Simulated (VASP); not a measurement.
## BaTiO3: single point with PBE

Crystal: BaTiO3.

```xyz
5
Lattice="3.9181 0.0000 0.0000 0.0000 3.9181 0.0000 0.0000 0.0000 3.9360" Properties=species:S:1:pos:R:3 pbc="T T T"
Ba    0.0000    0.0000    0.0000
Ti    1.9591    1.9591    1.9286
O     1.9591    1.9591    0.0748
O     1.9591    0.0000    2.0349
O     0.0000    1.9591    2.0349
```

- Program: VASP 6.6.1
- Task: single point
- Functional: PBE
- Potentials or basis: VASP PAW PBE potentials, release 64 (Ba_sv, Ti_sv, O)
- Cutoff: 520 eV
- k mesh: 6 × 6 × 6
- Occupations: gaussian, width 0.01 eV
- Spin: no spin polarisation

```
Pressure               : 16.9 GPa
Largest force          : 0.190 eV/Å
Band gap on the k mesh : 1.89 eV, indirect (least direct gap 2.13 eV)
```

Forces in eV/Å, atoms in the order of the input:
```
Ba   0.000  0.000  0.142
Ti   0.000  0.000  0.190
O    0.000  0.000 -0.137
O    0.000  0.000 -0.097
O    0.000  0.000 -0.097
```

Stress tensor (GPa, compression positive):
```
16.52  0.00  0.00
 0.00 16.52  0.00
 0.00  0.00 17.73
```

Levels at points of the mesh, in eV from the valence-band top:
| k point | band 18 | band 19 | band 20 | band 21 | band 22 | band 23 |
| --- | --- | --- | --- | --- | --- | --- |
| (0.00, 0.00, 0.00) | -0.25 | -0.24 | -0.24 | 1.89 | 2.13 | 2.13 |
| (0.50, 0.00, 0.00) | -1.80 | -0.95 | -0.84 | 2.29 | 3.80 | 3.84 |
| (0.50, 0.50, 0.00) | -0.93 | -0.93 | -0.10 | 3.86 | 3.86 | 4.27 |
| (0.00, 0.00, 0.50) | -2.02 | -0.70 | -0.70 | 2.08 | 3.87 | 3.87 |
| (0.50, 0.00, 0.50) | -0.86 | -0.85 | -0.18 | 3.83 | 3.88 | 4.25 |
| (0.50, 0.50, 0.50) | -0.09 | -0.09 | 0.00 | 4.55 | 4.55 | 4.55 |

Wall time 43 s on 1 thread of Intel(R) Xeon(R) 6975P-C (Granite Rapids) (shared host), peak memory 0.21 GiB.

Caveat: spin-orbit coupling is left out, which moves the levels of the heavy elements. A k mesh can miss the band edges.
